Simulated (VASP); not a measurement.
# TiAl (P4mm) in VASP: single point with PBEsol

Aim: the single point of TiAl with PBEsol.

Program: VASP 6.6.1. These are calculated values, not measurements. Logs are shortened: lines on timing, memory, paths and dates and some standing lists are left out, and cuts for length are marked.

**1. The cell of the first run**

Symmetry: P4mm, No. 99, tetragonal system. Conventional cell: a = 3.156 Å, b = 3.156 Å, c = 9.719 Å, α = 90.00°, β = 90.00°, γ = 90.00°. Ti (site symmetry 4mm) has 8 Al at 2.73 Å and 6 Ti at 3.16 to 3.41 Å within 3.6 Å. Within 3.6 Å of Ti (site symmetry 4mm) lie 8 Al at 2.73 Å and 6 Ti at 3.16 Å. Within 3.6 Å of Ti (site symmetry 4mm) lie 8 Al at 2.73 to 2.89 Å and 6 Ti at 3.16 to 3.41 Å. Within 3.6 Å of Al (site symmetry 4mm) lie 8 Ti at 2.73 to 2.89 Å and 6 Al at 3.16 to 3.41 Å. Al (site symmetry 4mm) has 8 Ti at 2.73 Å and 6 Al at 3.16 Å within 3.6 Å. Al (site symmetry 4mm) has 8 Ti at 2.73 Å and 6 Al at 3.16 to 3.41 Å within 3.6 Å.

**2. Single point, PBEsol (the distance across one plane changed)**

File INCAR:

```
  ALGO = Fast
  EDIFF = 1E-7
  ENCUT = 520
  GGA = PS
  ISIF = 2
  ISMEAR = 0
  LASPH = T
  LCHARG = T
  LELF = T
  LREAL = F
  LVHAR = T
  LWAVE = F
  NBANDS = 32
  NELM = 60
  PREC = Accurate
  SIGMA = 0.15
```

File KPOINTS:

```
k-points
0
Gamma
  19 19 7
```

File POSCAR:

```
TiAl
1.0
    0.0000000000     -3.1564740775      0.0000000000
    0.0000000000      0.0000000000     -3.1564740775
    9.7194222324      0.0000000000      0.0000000000
Ti Al
3 3
Direct
    0.0000000000      0.0000000000      0.2435533386
    0.0000000000      0.0000000000      0.5683127741
    0.0000000000      0.0000000000      0.8930722096
    0.5000000000      0.5000000000      0.0811736209
    0.5000000000      0.5000000000      0.4059330564
    0.5000000000      0.5000000000      0.7306924919
```

Potentials or basis: VASP PAW PBE potentials, release 64 (Ti_sv, Al).

Run with:

```
> cat potpaw_PBE.64/Ti_sv/POTCAR potpaw_PBE.64/Al/POTCAR > POTCAR
> mpirun -np 1 vasp_std > vasp.out
```

OUTCAR:

```text
EDIFF = 1E-7
   ENCUT = 520
   GGA = PS
   ISIF = 2
   ISMEAR = 0
   LASPH = T
   LREAL = F
   NELM = 60
   PREC = Accurate

 ion  position               nearest neighbor table
   1  0.000  0.000  0.244-   4 2.73   4 2.73   4 2.73   4 2.73   5 2.73   5 2.73   5 2.73   5 2.73

   2  0.000  0.000  0.568-   5 2.73   5 2.73   5 2.73   5 2.73   6 2.73   6 2.73   6 2.73   6 2.73

   3  0.000  0.000  0.893-   6 2.73   6 2.73   6 2.73   6 2.73   4 2.89   4 2.89   4 2.89   4 2.89

   4  0.500  0.500  0.081-   1 2.73   1 2.73   1 2.73   1 2.73   3 2.89   3 2.89   3 2.89   3 2.89
                             5 3.16
   5  0.500  0.500  0.406-   2 2.73   2 2.73   2 2.73   2 2.73   1 2.73   1 2.73   1 2.73   1 2.73
                             4 3.16   6 3.16
   6  0.500  0.500  0.731-   3 2.73   3 2.73   3 2.73   3 2.73   2 2.73   2 2.73   2 2.73   2 2.73
                             5 3.16

  LATTYP: Found a simple tetragonal cell.
 ALAT       =     3.1564740775
 C/A-ratio  =     3.0792022978

  Lattice vectors:

 A1 = (   0.0000000000,  -3.1564740775,   0.0000000000)
 A2 = (   0.0000000000,   0.0000000000,  -3.1564740775)
 A3 = (   9.7194222324,   0.0000000000,   0.0000000000)

Analysis of symmetry for initial positions (statically):
=====================================================================
 Subroutine PRICEL returns:
 Original cell was already a primitive cell.

 Routine SETGRP: Setting up the symmetry group for a
 simple tetragonal supercell.

 Subroutine GETGRP returns: Found  8 space group operations
 (whereof  8 operations were pure point group operations)
 out of a pool of 16 trial point group operations.

The static configuration has the point symmetry C_4v.

Analysis of symmetry for dynamics (positions and initial velocities):
=====================================================================
 Subroutine PRICEL returns:
 Original cell was already a primitive cell.

 Routine SETGRP: Setting up the symmetry group for a
 simple tetragonal supercell.

 Subroutine GETGRP returns: Found  8 space group operations
 (whereof  8 operations were pure point group operations)
 out of a pool of 16 trial point group operations.

The dynamic configuration has the point symmetry C_4v.

 Subroutine INISYM returns: Found  8 space group operations
 (whereof  8 operations are pure point group operations),
 and found     1 'primitive' translations

[... 107 lines left out ...]
   NFREE  =      0    steps in history (QN), initial steepest desc. (CG)
   ISIF   =      2    stress and relaxation
   ISYM   =      2    0-nonsym 1-usesym 2-fastsym
   POTIM  = 0.5000    time-step for ionic-motion
   TEBEG  =    0.0;   TEEND  =   0.0 temperature during run
   PSTRESS=    0.0 pullay stress
   NELECT =      45.0000    total number of electrons
   NUPDOWN=      -1.0000    fix difference up-down
   EMIN   =  10.00;   EMAX   =-10.00  energy-range for DOS
   EFERMI =   0.00;   METHOD = LEGACY
   ISMEAR =     0;   SIGMA  =   0.15  broadening in eV -4-tet -1-fermi 0-gaus
   EFERMI_NEDOS =   21; number of points for ismear=-14 and -15
   IALGO  =     68    algorithm
   IMIX   =      4    mixing-type and parameters
     AMIX     =   0.40;   BMIX     =  1.00
     AMIX_MAG =   1.60;   BMIX_MAG =  1.00
  volume/ion in A,a.u.               =      16.14       108.92
  Fermi-wavevector in a.u.,A,eV,Ry     =   1.268033  2.396236 21.876927  1.607909
  Thomas-Fermi vector in A             =   2.401150
   LORBIT       =      0    0 simple, 1 ext, 2 COOP (PROOUT), +10 PAW based schemes
   GGA     = PS    functional components
   LHFCALC =     F    Hartree Fock is set to
   AEXX    =    0.0000 exact exchange contribution
   IVDW    =     0    specifies the selected vdW correction
   LEPSILON=     F    determine dielectric tensor
   LRPA    =     F    only Hartree local field effects (RPA)
 non-spin polarized calculation
 RMM-DIIS sequential band-by-band and
 Gauss-broadening in eV      SIGMA  =   0.15
  energy-cutoff  :      520.00
  volume of cell :       96.84
 maximum number of plane-waves:      2645
 NGX is ok and might be reduce to    24
   NGX = 11   NGY = 11   NGZ = 37

 number of electron      44.9999985 magnetization

 Free energy of the ion-electron system (eV)
  ---------------------------------------------------
  ext. energy  EPLUGINS =         0.00000000
  ---------------------------------------------------
  free energy    TOTEN  =       -38.85121069 eV

  energy without entropy =      -38.76889107  energy(sigma->0) =      -38.81005088

 E-fermi :   8.6105     XC(G=0): -11.1656

 val. band max:        8.6100102827   @ k =   0.4737   0.2105   0.4286
 cond. band min:       8.6119640454   @ k =   0.4737   0.0000   0.0000
 fundamental gap:      0.0019537627
 Fermi energy:         8.6104743638

 k-point     1 :       0.0000    0.0000    0.0000
  band No.  band energies     occupation
      1     -48.1241      2.00000
      2     -48.0007      2.00000
      3     -47.9924      2.00000
      4     -24.5417      2.00000
      5     -24.4488      2.00000
      6     -24.4007      2.00000
[... 829 lines left out ...]
     31      11.4795      0.00000
     32      11.5604      0.00000

 [... further k-points ...]

------------------------ aborting loop because EDIFF is reached ----------------------------------------

  FORCE on cell =-STRESS in cart. coord.  units (eV):
  Direction    XX          YY          ZZ          XY          YZ          ZX
  --------------------------------------------------------------------------------------
  -------------------------------------------------------------------------------------
  Total       -0.8536435     -1.7569814     -1.7569814      0.0000000      0.0000000      0.0000000
  in kB      -14.1234967    -29.0691848    -29.0691848      0.0000000      0.0000000      0.0000000
  external PRESSURE =     -24.0872888 kB  Pullay stress =       0.0000000 kB

 VOLUME and BASIS-vectors are now :
 -----------------------------------------------------------------------------
  energy-cutoff  :      520.00
  volume of cell :       96.84
      direct lattice vectors                 reciprocal lattice vectors
     0.000000000 -3.156474077  0.000000000     0.000000000 -0.316809191  0.000000000
     0.000000000  0.000000000 -3.156474077     0.000000000  0.000000000 -0.316809191
     9.719422232  0.000000000  0.000000000     0.102886774  0.000000000  0.000000000

 POSITION                                       TOTAL-FORCE (eV/Angst)
 -----------------------------------------------------------------------------------
      2.36720      0.00000      0.00000        -0.060031     -0.000000     -0.000000
      5.52367      0.00000      0.00000        -0.025384      0.000000      0.000000
      8.68015      0.00000      0.00000         0.747756     -0.000000      0.000000
      0.78896     -1.57824     -1.57824        -0.680421     -0.000000     -0.000000
      3.94543     -1.57824     -1.57824         0.020850     -0.000000      0.000000
      7.10191     -1.57824     -1.57824        -0.002769     -0.000000      0.000000
 -----------------------------------------------------------------------------------
    total drift:                                0.000319      0.000000     -0.000000

  FREE ENERGIE OF THE ION-ELECTRON SYSTEM (eV)
  ---------------------------------------------------
  free  energy   TOTEN  =       -38.8512106906 eV

  energy  without entropy=      -38.7688910661  energy(sigma->0) =      -38.81005088
```

OSZICAR:

```text
N       E                     dE             d eps       ncg     rms          rms(c)
DAV:   1     0.496474567504E+03    0.49647E+03   -0.21355E+04 14080   0.152E+03
DAV:   2     0.147355889003E+02   -0.48174E+03   -0.46934E+03 14112   0.476E+02
DAV:   3    -0.376975024272E+02   -0.52433E+02   -0.50630E+02 24056   0.133E+02
[... 44 lines left out ...]
RMM:  48    -0.388512103480E+02   -0.13115E-06   -0.19845E-06 18276   0.417E-03    0.429E-04
RMM:  49    -0.388512104535E+02   -0.10557E-06   -0.14433E-06 16012   0.370E-03    0.404E-04
RMM:  50    -0.388512105462E+02   -0.92714E-07   -0.12471E-06 16690   0.350E-03    0.473E-04
RMM:  51    -0.388512106127E+02   -0.66488E-07   -0.10030E-06 17277   0.346E-03    0.646E-04
RMM:  52    -0.388512106906E+02   -0.77872E-07   -0.82898E-07 14599   0.306E-03
   1 F= -.38851211E+02 E0= -.38810051E+02  d E =-.823196E-01
```

stdout:

```text
POSCAR found type information on POSCAR TiAl
 POSCAR found :  2 types and       6 ions
[... 72 lines left out ...]
 num prob  num prob  num prob  num prob  num prob  num prob  num prob  num prob  num prob  num prob  num prob  num prob  num prob  num prob  num prob  num prob  num prob  num prob  num prob  num prob  num prob  num prob  num prob  num prob  num prob  num prob  num prob  num prob  num prob  num prob  num prob  num prob  num prob  num prob  num prob WARNING in EDDRMM: call to ZHEGV failed, returncode =   8  4     18
 num prob  num prob  num prob  num prob WARNING in EDDRMM: call to ZHEGV failed, returncode =   8  4     11
 num prob  num prob  num prob  num prob  num prob  num prob  num prob  num prob  num prob  num prob  num prob  num prob  num prob  num prob  num prob  num prob  num prob  num prob  num prob  num prob  num prob  num prob  num prob  num prob  num prob  num prob  num prob  num prob  num prob  num prob  num prob
```

It took 18 min on 1 thread of Intel Xeon 6975P-C (Granite Rapids), shared host; peak memory 0.6 GiB.

What came out:

```yaml
Free_energy: -38.8512 eV
Pressure: -2.4 GPa
Largest_force: 0.748 eV/Å
Band_gap_on_the_k_mesh: zero (an odd number of electrons rules out a gap without spin polarisation)
```

Forces in eV/Å, atoms in the order of the input:
```
Ti  -0.060  0.000  0.000
Ti  -0.025  0.000  0.000
Ti   0.748  0.000  0.000
Al  -0.680  0.000  0.000
Al   0.021  0.000  0.000
Al  -0.003  0.000  0.000
```

Caveat: the cell differs from its parent crystal (the distance across one plane changed); the PAW data sets were made with another functional, which shifts forces and pressure a little.
